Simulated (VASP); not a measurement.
# Al (a cell with a defect) in VASP: single point with PBE

Aim: the single point of Al (a cell with a defect) with PBE.

Everything below comes from runs of VASP 6.6.1. Logs are shortened: lines on timing, memory, paths and dates and some standing lists are left out, and cuts for length are marked.

**1. The cell of the first run**

The cell holds a defect, 7 atoms: a = 5.727 Å, b = 5.727 Å, c = 5.727 Å, α = 60.00°, β = 60.00°, γ = 60.00°.

**2. Single point, PBE**

File INCAR:

```
ALGO     = Normal         # electronic algorithm
EDIFF    = 1E-6           # SCF threshold, eV
ENCUT    = 400            # plane-wave cutoff, eV
GGA      = PE             # functional
GGA_COMPAT= False        
ISIF     = 2              # what is computed and relaxed
ISMEAR   = -1             # smearing method
LASPH    = True           # aspherical terms in the spheres
LCHARG   = False          # write CHGCAR
LREAL    = False          # projectors in reciprocal space
LWAVE    = False          # write WAVECAR
NBANDS   = 20             # bands
NELM     = 120            # most SCF steps
PREC     = Accurate       # precision mode
SIGMA    = 0.1            # smearing width, eV
```

File KPOINTS:

```
k-points
0
Gamma
  2 2 2
```

File POSCAR:

```
Al
1.0
    0.0000000000      4.0496100000      4.0496100000
    4.0496100000      0.0000000000      4.0496100000
    4.0496100000      4.0496100000      0.0000000000
Al
7
Direct
   -0.0371997550      0.0383082568      0.2431748983
    0.0237715484      0.6252620623     -0.0764437810
    0.0126841844      0.4988537168      0.5023913414
    0.5032048765     -0.0134004262      0.0125867676
    0.3727728102     -0.0239972491      0.5717465386
    0.5549692440      0.4460572747     -0.0138744225
    0.5697970916      0.4289161178      0.5104187811
```

Potentials or basis: VASP PAW PBE potentials, release 64 (Al).

The run is started by

```bash
$ cat potpaw_PBE.64/Al/POTCAR > POTCAR
$ mpirun -np 1 vasp_std > vasp.out
```

OUTCAR:

```text
EDIFF = 1E-6
   ENCUT = 400
   GGA = PE
   ISIF = 2
   ISMEAR = -1
   LASPH = True
   LREAL = False
   NELM = 120
   PREC = Accurate

 ion  position               nearest neighbor table
   1  0.963  0.038  0.243-   3 2.60   4 2.61   7 2.71   6 2.76   2 3.03   5 3.04
   2  0.024  0.625  0.924-   4 2.61   5 2.83   6 2.83   3 2.88   7 2.90   3 2.99   1 3.03   7 3.12
                             6 3.13   4 3.27
   3  0.013  0.499  0.502-   1 2.60   5 2.61   6 2.71   7 2.73   2 2.88   2 2.99   7 3.03   6 3.04
                             5 3.27
   4  0.503  0.987  0.013-   2 2.61   1 2.61   6 2.71   7 2.72   5 2.88   5 3.00   6 3.03   7 3.04
                             2 3.27
   5  0.373  0.976  0.572-   3 2.61   2 2.83   6 2.84   4 2.88   7 2.90   4 3.00   1 3.04   7 3.12
                             6 3.14   3 3.27
   6  0.555  0.446  0.986-   3 2.71   4 2.71   7 2.73   1 2.76   2 2.83   5 2.84   7 3.00   4 3.03
                             3 3.04   2 3.13   5 3.14
   7  0.570  0.429  0.510-   1 2.71   4 2.72   6 2.73   3 2.73   5 2.90   2 2.90   6 3.00   3 3.03
                             4 3.04   2 3.12   5 3.12

  LATTYP: Found a face centered cubic cell.
 ALAT       =     8.0992200000

  Lattice vectors:

 A1 = (   0.0000000000,   4.0496100000,   4.0496100000)
 A2 = (   4.0496100000,   0.0000000000,   4.0496100000)
 A3 = (   4.0496100000,   4.0496100000,   0.0000000000)

Analysis of symmetry for initial positions (statically):
=====================================================================
 Subroutine PRICEL returns:
 Original cell was already a primitive cell.

 Routine SETGRP: Setting up the symmetry group for a
 face centered cubic supercell.

 Subroutine GETGRP returns: Found  1 space group operations
 (whereof  1 operations were pure point group operations)
 out of a pool of 48 trial point group operations.

The static configuration has the point symmetry C_1 .

Analysis of symmetry for dynamics (positions and initial velocities):
=====================================================================
 Subroutine PRICEL returns:
 Original cell was already a primitive cell.

 Routine SETGRP: Setting up the symmetry group for a
 face centered cubic supercell.

 Subroutine GETGRP returns: Found  1 space group operations
 (whereof  1 operations were pure point group operations)
 out of a pool of 48 trial point group operations.

The dynamic configuration has the point symmetry C_1 .

 Subroutine INISYM returns: Found  1 space group operations
 (whereof  1 operations are pure point group operations),
 and found     1 'primitive' translations

----------------------------------------------------------------------------------------

                                     Primitive cell

  volume of cell :     132.8219

  direct lattice vectors                    reciprocal lattice vectors
     0.000000000  4.049610000  4.049610000    -0.123468680  0.123468680  0.123468680
     4.049610000  0.000000000  4.049610000     0.123468680 -0.123468680  0.123468680
     4.049610000  4.049610000  0.000000000     0.123468680  0.123468680 -0.123468680

  length of vectors
     5.727013384  5.727013384  5.727013384     0.213854026  0.213854026  0.213854026

  position of ions in fractional coordinates (direct lattice)
     0.962800245  0.038308257  0.243174898
     0.023771548  0.625262062  0.923556219
     0.012684184  0.498853717  0.502391341
     0.503204876  0.986599574  0.012586768
     0.372772810  0.976002751  0.571746539
     0.554969244  0.446057275  0.986125577
     0.569797092  0.428916118  0.510418781

  ion indices of the primitive-cell ions
   primitive index   ion index
                 1           1
                 2           2
                 3           3
                 4           4
                 5           5
                 6           6
                 7           7

----------------------------------------------------------------------------------------

 KPOINTS: k-points

Automatic generation of k-mesh.
 Grid dimensions read from file:
 generate k-points for:    2    2    2

 Generating k-lattice:

  Cartesian coordinates                     Fractional coordinates (reciprocal lattice)
    -0.061734340  0.061734340  0.061734340     0.500000000  0.000000000  0.000000000
     0.061734340 -0.061734340  0.061734340     0.000000000  0.500000000  0.000000000
     0.061734340  0.061734340 -0.061734340     0.000000000  0.000000000  0.500000000

  Length of vectors
     0.106927013  0.106927013  0.106927013

  Shift w.r.t. Gamma in fractional coordinates (k-lattice)
     0.000000000  0.000000000  0.000000000

 Subroutine IBZKPT returns following result:
 ===========================================

 Found      8 irreducible k-points:

 Following reciprocal coordinates:
            Coordinates               Weight
  0.000000  0.000000  0.000000      1.000000
  0.500000  0.000000  0.000000      1.000000
  0.000000  0.500000  0.000000      1.000000
  0.000000  0.000000  0.500000      1.000000
  0.500000  0.500000  0.500000      1.000000
  0.500000  0.500000  0.000000      1.000000
  0.000000  0.500000  0.500000      1.000000
  0.500000  0.000000  0.500000      1.000000
   k-points           NKPTS =      8   k-points in BZ     NKDIM =      8   number of bands    NBANDS=     20
   number of dos      NEDOS =    301   number of ions     NIONS =      7
   total plane-waves  NPLWV =  64000
   dimension x,y,z NGX =    40 NGY =   40 NGZ =   40
   dimension x,y,z NGXF=    80 NGYF=   80 NGZF=   80
   ions per type =               7
   NGX,Y,Z   is equivalent  to a cutoff of  11.61, 11.61, 11.61 a.u.
   NGXF,Y,Z  is equivalent  to a cutoff of  23.22, 23.22, 23.22 a.u.
 SYSTEM =  unknown system
   PREC   = accura    normal or accurate (medium, high low for compatibility)
   ISTART =      0    job   : 0-new  1-cont  2-samecut
   ICHARG =      2    charge: 1-file 2-atom 10-const
   ISPIN  =      1    spin polarized calculation?
   LNONCOLLINEAR =      F non collinear calculations
   LSORBIT =      F    spin-orbit coupling
   LASPH  =      T    aspherical Exc in radial PAW
   ENCUT  =  400.0 eV  29.40 Ry    5.42 a.u.   9.34  9.34  9.34*2*pi/ulx,y,z
   NELM   =    120;   NELMIN=  2; NELMDL= -5     # of ELM steps
   EDIFF  = 0.1E-05   stopping-criterion for ELM
   LREAL  =      F    real-space projection
   EDIFFG = 0.1E-04   stopping-criterion for IOM
   NSW    =      0    number of steps for IOM
   IBRION =     -1    ionic relax: 0-MD 1-quasi-New 2-CG
   NFREE  =      0    steps in history (QN), initial steepest desc. (CG)
   ISIF   =      2    stress and relaxation
   ISYM   =      2    0-nonsym 1-usesym 2-fastsym
   POTIM  = 0.5000    time-step for ionic-motion
   TEBEG  =    0.0;   TEEND  =   0.0 temperature during run
   PSTRESS=    0.0 pullay stress
   NELECT =      21.0000    total number of electrons
   NUPDOWN=      -1.0000    fix difference up-down
   EMIN   =  10.00;   EMAX   =-10.00  energy-range for DOS
   EFERMI =   0.00;   METHOD = LEGACY
   ISMEAR =    -1;   SIGMA  =   0.10  broadening in eV -4-tet -1-fermi 0-gaus
   EFERMI_NEDOS =   21; number of points for ismear=-14 and -15
   IALGO  =     38    algorithm
   IMIX   =      4    mixing-type and parameters
     AMIX     =   0.40;   BMIX     =  1.00
     AMIX_MAG =   1.60;   BMIX_MAG =  1.00
  volume/ion in A,a.u.               =      18.97       128.05
  Fermi-wavevector in a.u.,A,eV,Ry     =   0.885234  1.672850 10.662058  0.783639
  Thomas-Fermi vector in A             =   2.006240
   LORBIT       =      0    0 simple, 1 ext, 2 COOP (PROOUT), +10 PAW based schemes
   GGA     = PE    functional components
   LHFCALC =     F    Hartree Fock is set to
   AEXX    =    0.0000 exact exchange contribution
   IVDW    =     0    specifies the selected vdW correction
   LEPSILON=     F    determine dielectric tensor
   LRPA    =     F    only Hartree local field effects (RPA)
 non-spin polarized calculation
  energy-cutoff  :      400.00
  volume of cell :      132.82
 maximum number of plane-waves:      2450
 NGX is ok and might be reduce to    40
   NGX = 19   NGY = 19   NGZ = 19

 number of electron      21.0000000 magnetization

 Free energy of the ion-electron system (eV)
  ---------------------------------------------------
  ext. energy  EPLUGINS =         0.00000000
  ---------------------------------------------------
  free energy    TOTEN  =       -22.83002778 eV

  energy without entropy =      -22.58330001  energy(sigma->0) =      -22.70666390

 E-fermi :   6.6268     XC(G=0):  -9.6380

 val. band max:        6.6056521359   @ k =   0.0000   0.5000   0.0000
 cond. band min:       6.6850944962   @ k =   0.5000   0.5000   0.0000
 fundamental gap:      0.0794423603
 Fermi energy:         6.6268173895

 k-point     1 :       0.0000    0.0000    0.0000
  band No.  band energies     occupation
      1      -3.6999      2.00000
      2       2.0612      2.00000
      3       2.5607      2.00000
      4       2.6990      2.00000
      5       2.7136      2.00000
      6       3.0952      2.00000
[... 12 lines left out ...]
     19      12.9354      0.00000
     20      12.9787      0.00000

 k-point     2 :       0.5000    0.0000    0.0000
  band No.  band energies     occupation
      1      -2.3408      2.00000
      2      -1.6804      2.00000
      3       1.6612      2.00000
      4       2.0911      2.00000
      5       2.3995      2.00000
      6       2.5501      2.00000
[... 12 lines left out ...]
     19      11.1111      0.00000
     20      11.1503      0.00000

 k-point     3 :       0.0000    0.5000    0.0000
  band No.  band energies     occupation
      1      -2.3454      2.00000
      2      -1.6737      2.00000
      3       1.6576      2.00000
      4       2.0926      2.00000
      5       2.4061      2.00000
      6       2.5537      2.00000
[... 12 lines left out ...]
     19      11.1124      0.00000
     20      11.1600      0.00000

 k-point     4 :       0.0000    0.0000    0.5000
  band No.  band energies     occupation
      1      -2.0851      2.00000
      2      -1.9933      2.00000
      3       1.8430      2.00000
      4       1.9666      2.00000
      5       2.1881      2.00000
      6       2.5466      2.00000
[... 12 lines left out ...]
     19      11.0327      0.00000
     20      11.1691      0.00000

 k-point     5 :       0.5000    0.5000    0.5000
  band No.  band energies     occupation
      1      -2.0824      2.00000
      2      -1.9961      2.00000
      3       1.8405      2.00000
      4       1.9706      2.00000
      5       2.1885      2.00000
      6       2.5444      2.00000
[... 12 lines left out ...]
     19      11.0383      0.00000
     20      11.1925      0.00000

 k-point     6 :       0.5000    0.5000    0.0000
  band No.  band energies     occupation
      1      -1.5746      2.00000
      2      -1.4622      2.00000
      3       0.2917      2.00000
      4       0.5728      2.00000
      5       1.1161      2.00000
      6       1.3076      2.00000
[... 12 lines left out ...]
     19       9.9873      0.00000
     20      10.0592      0.00000

 k-point     7 :       0.0000    0.5000    0.5000
  band No.  band energies     occupation
      1      -1.7061      2.00000
      2      -1.3293      2.00000
      3       0.5051      2.00000
      4       0.6329      2.00000
      5       0.8327      2.00000
      6       1.2710      2.00000
[... 12 lines left out ...]
     19       9.8007      0.00000
     20       9.8885      0.00000

 k-point     8 :       0.5000    0.0000    0.5000
  band No.  band energies     occupation
      1      -1.6736      2.00000
      2      -1.3700      2.00000
      3       0.5233      2.00000
      4       0.6609      2.00000
      5       0.8036      2.00000
      6       1.2525      2.00000
[... 12 lines left out ...]
     19       9.8124      0.00000
     20       9.9171      0.00000

------------------------ aborting loop because EDIFF is reached ----------------------------------------

  FORCE on cell =-STRESS in cart. coord.  units (eV):
  Direction    XX          YY          ZZ          XY          YZ          ZX
  --------------------------------------------------------------------------------------
  -------------------------------------------------------------------------------------
  Total        0.4062904      0.7929628      1.5289978     -2.2979428     -0.0403240     -0.0424393
  in kB        4.9009193      9.5651943     18.4436909    -27.7191686     -0.4864119     -0.5119282
  external PRESSURE =      10.9699348 kB  Pullay stress =       0.0000000 kB

 VOLUME and BASIS-vectors are now :
 -----------------------------------------------------------------------------
  energy-cutoff  :      400.00
  volume of cell :      132.82
      direct lattice vectors                 reciprocal lattice vectors
     0.000000000  4.049610000  4.049610000    -0.123468680  0.123468680  0.123468680
     4.049610000  0.000000000  4.049610000     0.123468680 -0.123468680  0.123468680
     4.049610000  4.049610000  0.000000000     0.123468680  0.123468680 -0.123468680

 POSITION                                       TOTAL-FORCE (eV/Angst)
 -----------------------------------------------------------------------------------
      1.13990      4.88373      4.05410        -0.049793     -0.024487     -0.008522
      6.27211      3.83631      2.62833         0.025581     -0.005353     -0.002265
      4.05465      2.08586      2.07153        -0.030320      0.034529     -0.006823
      4.04631      2.08875      6.03313        -0.010630      0.030843      0.005677
      6.26778      3.82494      5.46201         0.034207     -0.011686      0.010798
      5.79978      6.24083      4.05377         0.026152      0.024944     -0.005091
      3.80394      4.37445      4.04440         0.004802     -0.048789      0.006226
 -----------------------------------------------------------------------------------
    total drift:                               -0.000009      0.000049      0.000001

  FREE ENERGIE OF THE ION-ELECTRON SYSTEM (eV)
  ---------------------------------------------------
  free  energy   TOTEN  =       -22.8300277823 eV

  energy  without entropy=      -22.5833000098  energy(sigma->0) =      -22.70666390
```

It took 11 s on 1 thread of Intel Xeon Platinum 8488C (Sapphire Rapids), shared host; peak memory 0.22 GiB.

Results:

| Quantity | Value |
| --- | --- |
| Free energy | -22.8300 eV |
| Pressure | 1.1 GPa |
| Largest force | 0.056 eV/Å |

Forces on the atoms (eV/Å):
```
Al  -0.050 -0.024 -0.009
Al   0.026 -0.005 -0.002
Al  -0.030  0.035 -0.007
Al  -0.011  0.031  0.006
Al   0.034 -0.012  0.011
Al   0.026  0.025 -0.005
Al   0.005 -0.049  0.006
```

Stress tensor (GPa, compression positive):
```
 0.49 -2.77 -0.05
-2.77  0.96 -0.05
-0.05 -0.05  1.84
```

Levels at points of the mesh, in eV from the Fermi level:
```
           k point  band 7  band 8  band 9  band 10  band 11  band 12  band 13  band 14  band 15  band 16
(0.00, 0.00, 0.00)   -3.42   -3.34   -2.93    -2.10    -1.83    -1.79    -1.69    -0.54    -0.33     5.82
(0.50, 0.00, 0.00)   -3.99   -3.54   -0.69    -0.32    -0.03     0.17     0.58     0.67     3.72     3.84
(0.00, 0.50, 0.00)   -4.00   -3.55   -0.69    -0.32    -0.02     0.17     0.58     0.68     3.72     3.84
(0.00, 0.00, 0.50)   -3.94   -3.26   -0.30    -0.24    -0.15    -0.10     0.46     0.53     3.60     3.72
(0.50, 0.50, 0.50)   -3.94   -3.26   -0.29    -0.23    -0.15    -0.11     0.47     0.53     3.59     3.72
(0.50, 0.50, 0.00)   -0.34   -0.30    0.06     0.57     0.64     0.97     1.18     1.30     1.78     2.32
(0.00, 0.50, 0.50)   -0.24   -0.22   -0.03     0.47     0.59     1.19     1.25     1.55     1.62     2.16
(0.50, 0.00, 0.50)   -0.21   -0.20    0.10     0.35     0.58     1.17     1.21     1.58     1.72     2.13
```

Caveat: the k points lie up to 0.67 Å⁻¹ apart.
